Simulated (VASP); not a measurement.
# BeTe (F-43m) in VASP: a series of runs

The runs below take BeTe through single point, with LDA.

Everything below comes from runs of VASP 6.6.1. Logs are shortened: lines on timing, memory, paths and dates and some standing lists are left out, and cuts for length are marked.

## (1) The cell of the first run

The structure is cubic, space group F-43m (No. 216). The conventional cell has a = 5.713 Å, b = 5.713 Å, c = 5.713 Å, α = 90.00°, β = 90.00°, γ = 90.00°. Within 3.3 Å of Be (site symmetry -43m) lie 4 Te at 2.47 Å. Within 3.3 Å of Te (site symmetry -43m) lie 4 Be at 2.47 Å.

## (2) Single point, LDA

INCAR reads:

```
ALGO = Normal ; EDIFF = 1E-6
ENCUT = 600 ; GGA = CA
GGA_COMPAT = False ; ISIF = 2
ISMEAR = 0 ; LASPH = True
LCHARG = False ; LREAL = False
LWAVE = False ; NBANDS = 11
NELM = 120 ; PREC = Accurate
SIGMA = 0.05
```

KPOINTS reads:

```
k-points
0
Gamma
  6 6 6
```

POSCAR reads:

```
BeTe
1.0
    0.0000000000      2.8564981918      2.8564981918
    2.8564981918      0.0000000000      2.8564981918
    2.8564981918      2.8564981918      0.0000000000
Be Te
1 1
Direct
    0.0000000000      0.0000000000      0.0000000000
    0.2500000000      0.2500000000      0.2500000000
```

Potentials or basis: VASP PAW LDA potentials, release 64 (Be, Te).

Started as:

```
> cat potpaw_LDA.64/Be/POTCAR potpaw_LDA.64/Te/POTCAR > POTCAR
> mpirun -np 1 vasp_std > vasp.out
```

OUTCAR:

```text
EDIFF = 1E-6
   ENCUT = 600
   GGA = CA
   ISIF = 2
   ISMEAR = 0
   LASPH = True
   LREAL = False
   NELM = 120
   PREC = Accurate

 ion  position               nearest neighbor table
   1  0.000  0.000  0.000-   2 2.47   2 2.47   2 2.47   2 2.47
   2  0.250  0.250  0.250-   1 2.47   1 2.47   1 2.47   1 2.47

  LATTYP: Found a face centered cubic cell.
 ALAT       =     5.7129963836

  Lattice vectors:

 A1 = (   0.0000000000,   2.8564981918,   2.8564981918)
 A2 = (   2.8564981918,   0.0000000000,   2.8564981918)
 A3 = (   2.8564981918,   2.8564981918,   0.0000000000)

Analysis of symmetry for initial positions (statically):
=====================================================================
 Subroutine PRICEL returns:
 Original cell was already a primitive cell.

 Routine SETGRP: Setting up the symmetry group for a
 face centered cubic supercell.

 Subroutine GETGRP returns: Found 24 space group operations
 (whereof 24 operations were pure point group operations)
 out of a pool of 48 trial point group operations.

The static configuration has the point symmetry T_d .

Analysis of symmetry for dynamics (positions and initial velocities):
=====================================================================
 Subroutine PRICEL returns:
 Original cell was already a primitive cell.

 Routine SETGRP: Setting up the symmetry group for a
 face centered cubic supercell.

 Subroutine GETGRP returns: Found 24 space group operations
 (whereof 24 operations were pure point group operations)
 out of a pool of 48 trial point group operations.

The dynamic configuration has the point symmetry T_d .

 Subroutine INISYM returns: Found 24 space group operations
 (whereof 24 operations are pure point group operations),
 and found     1 'primitive' translations

----------------------------------------------------------------------------------------

                                     Primitive cell

  volume of cell :      46.6157

  direct lattice vectors                    reciprocal lattice vectors
     0.000000000  2.856498192  2.856498192    -0.175039495  0.175039495  0.175039495
     2.856498192  0.000000000  2.856498192     0.175039495 -0.175039495  0.175039495
     2.856498192  2.856498192  0.000000000     0.175039495  0.175039495 -0.175039495

  length of vectors
     4.039698484  4.039698484  4.039698484     0.303177298  0.303177298  0.303177298

  position of ions in fractional coordinates (direct lattice)
     0.000000000  0.000000000  0.000000000
     0.250000000  0.250000000  0.250000000

  ion indices of the primitive-cell ions
   primitive index   ion index
                 1           1
                 2           2

----------------------------------------------------------------------------------------

 KPOINTS: k-points

Automatic generation of k-mesh.
 Grid dimensions read from file:
 generate k-points for:    6    6    6

 Generating k-lattice:

  Cartesian coordinates                     Fractional coordinates (reciprocal lattice)
    -0.029173249  0.029173249  0.029173249     0.166666667  0.000000000  0.000000000
     0.029173249 -0.029173249  0.029173249     0.000000000  0.166666667  0.000000000
     0.029173249  0.029173249 -0.029173249     0.000000000  0.000000000  0.166666667

  Length of vectors
     0.050529550  0.050529550  0.050529550

  Shift w.r.t. Gamma in fractional coordinates (k-lattice)
     0.000000000  0.000000000  0.000000000

 Subroutine IBZKPT returns following result:
 ===========================================

 Found     16 irreducible k-points:

 Following reciprocal coordinates:
            Coordinates               Weight
  0.000000  0.000000  0.000000      1.000000
  0.166667  0.000000  0.000000      8.000000
  0.333333  0.000000  0.000000      8.000000
  0.500000  0.000000  0.000000      4.000000
  0.166667  0.166667  0.000000      6.000000
  0.333333  0.166667  0.000000     24.000000
[... 8 lines left out ...]
 -0.333333  0.333333  0.166667     24.000000
 -0.333333  0.500000  0.166667     12.000000
   k-points           NKPTS =     16   k-points in BZ     NKDIM =     16   number of bands    NBANDS=     11
   number of dos      NEDOS =    301   number of ions     NIONS =      2
   total plane-waves  NPLWV =  32768
   dimension x,y,z NGX =    32 NGY =   32 NGZ =   32
   dimension x,y,z NGXF=    64 NGYF=   64 NGZF=   64
   ions per type =               1   1
   NGX,Y,Z   is equivalent  to a cutoff of  13.17, 13.17, 13.17 a.u.
   NGXF,Y,Z  is equivalent  to a cutoff of  26.34, 26.34, 26.34 a.u.
 SYSTEM =  unknown system
   PREC   = accura    normal or accurate (medium, high low for compatibility)
   ISTART =      0    job   : 0-new  1-cont  2-samecut
   ICHARG =      2    charge: 1-file 2-atom 10-const
   ISPIN  =      1    spin polarized calculation?
   LNONCOLLINEAR =      F non collinear calculations
   LSORBIT =      F    spin-orbit coupling
   LASPH  =      T    aspherical Exc in radial PAW
   ENCUT  =  600.0 eV  44.10 Ry    6.64 a.u.   8.07  8.07  8.07*2*pi/ulx,y,z
   NELM   =    120;   NELMIN=  2; NELMDL= -5     # of ELM steps
   EDIFF  = 0.1E-05   stopping-criterion for ELM
   LREAL  =      F    real-space projection
   EDIFFG = 0.1E-04   stopping-criterion for IOM
   NSW    =      0    number of steps for IOM
   IBRION =     -1    ionic relax: 0-MD 1-quasi-New 2-CG
   NFREE  =      0    steps in history (QN), initial steepest desc. (CG)
   ISIF   =      2    stress and relaxation
   ISYM   =      2    0-nonsym 1-usesym 2-fastsym
   POTIM  = 0.5000    time-step for ionic-motion
   TEBEG  =    0.0;   TEEND  =   0.0 temperature during run
   PSTRESS=    0.0 pullay stress
   NELECT =       8.0000    total number of electrons
   NUPDOWN=      -1.0000    fix difference up-down
   EMIN   =  10.00;   EMAX   =-10.00  energy-range for DOS
   EFERMI =   0.00;   METHOD = LEGACY
   ISMEAR =     0;   SIGMA  =   0.05  broadening in eV -4-tet -1-fermi 0-gaus
   EFERMI_NEDOS =   21; number of points for ismear=-14 and -15
   IALGO  =     38    algorithm
   IMIX   =      4    mixing-type and parameters
     AMIX     =   0.40;   BMIX     =  1.00
     AMIX_MAG =   1.60;   BMIX_MAG =  1.00
  volume/ion in A,a.u.               =      23.31       157.29
  Fermi-wavevector in a.u.,A,eV,Ry     =   0.909761  1.719200 11.261079  0.827666
  Thomas-Fermi vector in A             =   2.033844
   LORBIT       =      0    0 simple, 1 ext, 2 COOP (PROOUT), +10 PAW based schemes
   GGA     = CA    functional components
   LHFCALC =     F    Hartree Fock is set to
   AEXX    =    0.0000 exact exchange contribution
   IVDW    =     0    specifies the selected vdW correction
   LEPSILON=     F    determine dielectric tensor
   LRPA    =     F    only Hartree local field effects (RPA)
 non-spin polarized calculation
 Gauss-broadening in eV      SIGMA  =   0.05
  energy-cutoff  :      600.00
  volume of cell :       46.62
 maximum number of plane-waves:      1588
   NGX = 17   NGY = 17   NGZ = 17

 number of electron       8.0000000 magnetization

 Free energy of the ion-electron system (eV)
  ---------------------------------------------------
  ext. energy  EPLUGINS =         0.00000000
  ---------------------------------------------------
  free energy    TOTEN  =        -8.66915363 eV

  energy without entropy =       -8.66915363  energy(sigma->0) =       -8.66915363

 E-fermi :   4.7376     XC(G=0):  -9.1049

 val. band max:        4.4740731808   @ k =   0.0000   0.0000   0.0000
 cond. band min:       6.4373554386   @ k =   0.5000   0.5000   0.0000
 fundamental gap:      1.9632822577
 Fermi energy:         4.7376120329

 k-point     1 :       0.0000    0.0000    0.0000
  band No.  band energies     occupation
      1      -7.5736      2.00000
      2       4.4741      2.00000
      3       4.4741      2.00000
      4       4.4741      2.00000
      5       7.8914      0.00000
      6       8.0876      0.00000
      7       8.0876      0.00000
      8       8.0876      0.00000
      9      12.5648      0.00000
     10      14.6199      0.00000
     11      14.6199      0.00000

 k-point     2 :       0.1667    0.0000    0.0000
  band No.  band energies     occupation
      1      -7.3329      2.00000
      2       2.5576      2.00000
      3       4.1235      2.00000
      4       4.1235      2.00000
      5       7.7957      0.00000
      6       8.5957      0.00000
      7       8.5957      0.00000
      8       9.9422      0.00000
      9      13.1731      0.00000
     10      13.4829      0.00000
     11      13.4829      0.00000

 k-point     3 :       0.3333    0.0000    0.0000
  band No.  band energies     occupation
      1      -6.7389      2.00000
      2       0.2201      2.00000
      3       3.6150      2.00000
      4       3.6150      2.00000
      5       7.5153      0.00000
      6       9.0493      0.00000
      7       9.0493      0.00000
      8      11.9952      0.00000
      9      13.4997      0.00000
     10      13.9503      0.00000
     11      13.9503      0.00000

 k-point     4 :       0.5000    0.0000    0.0000
  band No.  band energies     occupation
      1      -6.3457      2.00000
      2      -0.7953      2.00000
      3       3.4137      2.00000
      4       3.4137      2.00000
      5       7.4049      0.00000
      6       9.0376      0.00000
      7       9.0376      0.00000
      8      12.1163      0.00000
      9      15.0118      0.00000
     10      15.7158      0.00000
     11      15.7158      0.00000
[... 127 lines left out ...]
 k-point    14 :       0.5000    0.3333    0.1667
  band No.  band energies     occupation
      1      -6.2953      2.00000
      2       0.2789      2.00000
      3       1.5959      2.00000
      4       2.6112      2.00000
      5       8.3580      0.00000
      6       9.3458      0.00000
      7       9.5789      0.00000
      8      11.9380      0.00000
      9      14.2762      0.00000
     10      14.5854      0.00000
     11      16.7378      0.00000

 k-point    15 :      -0.3333    0.3333    0.1667
  band No.  band energies     occupation
      1      -6.0068      2.00000
      2      -0.1247      2.00000
      3       1.1724      2.00000
      4       2.2120      2.00000
      5       8.8941      0.00000
      6       9.0592      0.00000
      7      11.1913      0.00000
      8      11.4473      0.00000
      9      12.9479      0.00000
     10      16.0231      0.00000
     11      16.6482      0.00000

 k-point    16 :      -0.3333    0.5000    0.1667
  band No.  band energies     occupation
      1      -5.8817      2.00000
      2      -0.0636      2.00000
      3       1.2767      2.00000
      4       1.5657      2.00000
      5       8.1082      0.00000
      6       8.7070      0.00000
      7      11.5713      0.00000
      8      11.8710      0.00000
      9      15.0327      0.00000
     10      15.8016      0.00000
     11      16.9789      0.00000

------------------------ aborting loop because EDIFF is reached ----------------------------------------

  FORCE on cell =-STRESS in cart. coord.  units (eV):
  Direction    XX          YY          ZZ          XY          YZ          ZX
  --------------------------------------------------------------------------------------
  -------------------------------------------------------------------------------------
  Total       -1.2552529     -1.2552529     -1.2552529      0.0000000     -0.0000000      0.0000000
  in kB      -43.1429611    -43.1429611    -43.1429611      0.0000000     -0.0000000      0.0000000
  external PRESSURE =     -43.1429611 kB  Pullay stress =       0.0000000 kB

 VOLUME and BASIS-vectors are now :
 -----------------------------------------------------------------------------
  energy-cutoff  :      600.00
  volume of cell :       46.62
      direct lattice vectors                 reciprocal lattice vectors
     0.000000000  2.856498192  2.856498192    -0.175039495  0.175039495  0.175039495
     2.856498192  0.000000000  2.856498192     0.175039495 -0.175039495  0.175039495
     2.856498192  2.856498192  0.000000000     0.175039495  0.175039495 -0.175039495

 POSITION                                       TOTAL-FORCE (eV/Angst)
 -----------------------------------------------------------------------------------
      0.00000      0.00000      0.00000         0.000000      0.000000      0.000000
      1.42825      1.42825      1.42825        -0.000000     -0.000000     -0.000000
 -----------------------------------------------------------------------------------
    total drift:                                0.000000      0.000000      0.000000

  FREE ENERGIE OF THE ION-ELECTRON SYSTEM (eV)
  ---------------------------------------------------
  free  energy   TOTEN  =        -8.6691536252 eV

  energy  without entropy=       -8.6691536252  energy(sigma->0) =       -8.66915363
```

Wall time 8.5 s (1 thread of Intel Xeon 8259CL, shared host); peak memory 0.16 GiB.

Results:

```
Free energy            : -8.6692 eV
Pressure               : -4.3 GPa
Band gap on the k mesh : 1.96 eV, indirect (least direct gap 3.42 eV)
```

Levels at points of the mesh, in eV from the valence-band top:
| k point | band 1 | band 2 | band 3 | band 4 | band 5 | band 6 | band 7 | band 8 | band 9 |
| --- | --- | --- | --- | --- | --- | --- | --- | --- | --- |
| (0.00, 0.00, 0.00) | -12.05 | 0.00 | 0.00 | 0.00 | 3.42 | 3.61 | 3.61 | 3.61 | 8.09 |
| (0.50, 0.00, 0.00) | -10.82 | -5.27 | -1.06 | -1.06 | 2.93 | 4.56 | 4.56 | 7.64 | 10.54 |
| (0.50, 0.50, 0.00) | -10.38 | -4.86 | -2.49 | -2.49 | 1.96 | 2.69 | 9.33 | 9.33 | 11.11 |

Caveat: spin-orbit coupling is left out, which moves the levels of the heavy elements. A k mesh can miss the band edges.

[end of part 1 of 2]
